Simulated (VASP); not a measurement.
Here is a VASP 6.6.1 calculation.

The input INCAR:

```
SYSTEM = Ag
PREC = Accurate
ENCUT = 520
EDIFF = 1E-8
ISMEAR = -1
SIGMA = 0.08
LREAL = .False.
LASPH = .True.
NELM = 60
ALGO = Normal
ISIF = 2
LWAVE = .False.
LCHARG = .False.
GGA = PE
LEFG = .True.
NBANDS = 30
```

Contents of KPOINTS:

```
regular mesh
0
Gamma
  14 14 4
  0 0 0
```

File POSCAR:

```
Ag
1.0
    2.8765459973      0.0000000000      0.0000000000
   -1.4382729987      2.4911619089      0.0000000000
    0.0000000000      0.0000000000      9.9665549341
Ag
4
Direct
    0.3333333333      0.6666666667      0.2500000000
    0.6666666667      0.3333333333      0.7500000000
    0.0000000000      0.0000000000      0.0000000000
    0.0000000000      0.0000000000      0.5000000000
```

Potentials or basis: VASP PAW PBE potentials, release 64 (Ag).

Launch:

```sh
$ cat potpaw_PBE.64/Ag/POTCAR > POTCAR
$ mpirun -np 1 vasp_std > vasp.out
```

Question: Predict the pressure.

Answer: 0.4 GPa.

Question: What does it give for the band gap on the k mesh?

Answer: Zero (band 22 reaches 10.87 eV, above the bottom of band 23 at 4.73 eV).

Stress tensor (GPa, compression positive):
```
 2.14  0.00  0.00
 0.00  2.14  0.00
 0.00  0.00 -3.04
```

Caveat: without QUAD_EFG the Cq values of the log hold for a quadrupole moment of 1 mb, not for the nuclei.
